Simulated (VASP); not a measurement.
Set up this calculation in VASP 6.6.1, as the native input.

```yaml
Task: single point
Functional: PBE
Potentials_or_basis: VASP PAW PBE potentials, release 64 (Mo_sv, C)
Cutoff: 520 eV
k_mesh: 6 × 6 × 6
Occupations: gaussian, width 0.1 eV
Spin: no spin polarisation
Dipole_correction: no
Further_INCAR_settings: ALGO = Normal; EDIFF = 1e-06; NBANDS = 21
```

The structure of MoC3 lies in POSCAR:

```
MoC3
1.0
    3.2352048555      0.0000000000      0.0000000000
    0.0000000000      3.2352048555      0.0000000000
    0.0000000000      0.0000000000      3.2352048555
Mo C
1 3
Direct
    0.0000000000      0.0000000000      0.0000000000
    0.0000000000      0.5000000000      0.5000000000
    0.5000000000      0.0000000000      0.5000000000
    0.5000000000      0.5000000000      0.0000000000
```

The input as run:

INCAR

```
SYSTEM = MoC3
  ALGO = Normal
  EDIFF = 1E-6
  ENCUT = 520
  GGA = PE
  ISIF = 2
  ISMEAR = 0
  LASPH = .TRUE.
  LCHARG = .FALSE.
  LREAL = .FALSE.
  LWAVE = .FALSE.
  NBANDS = 21
  NELM = 60
  PREC = Accurate
  SIGMA = 0.1
```

KPOINTS

```
k-points
0
G
  6 6 6
  0 0 0
```

Potentials or basis: VASP PAW PBE potentials, release 64 (Mo_sv, C).

Run with:

```bash
$ cat potpaw_PBE.64/Mo_sv/POTCAR potpaw_PBE.64/C/POTCAR > POTCAR
$ mpirun -np 1 vasp_std > vasp.out
```

It gave:

```
Pressure               : 0.1 GPa
Band gap on the k mesh : zero (band 13 reaches 12.39 eV, above the bottom of band 14 at 10.57 eV)
```

Run time: 16 s on 1 thread of Intel(R) Xeon(R) Platinum 8259CL CPU @ 2.50GHz (Skylake/Cascade Lake), on a shared host, peak memory 0.14 GiB.
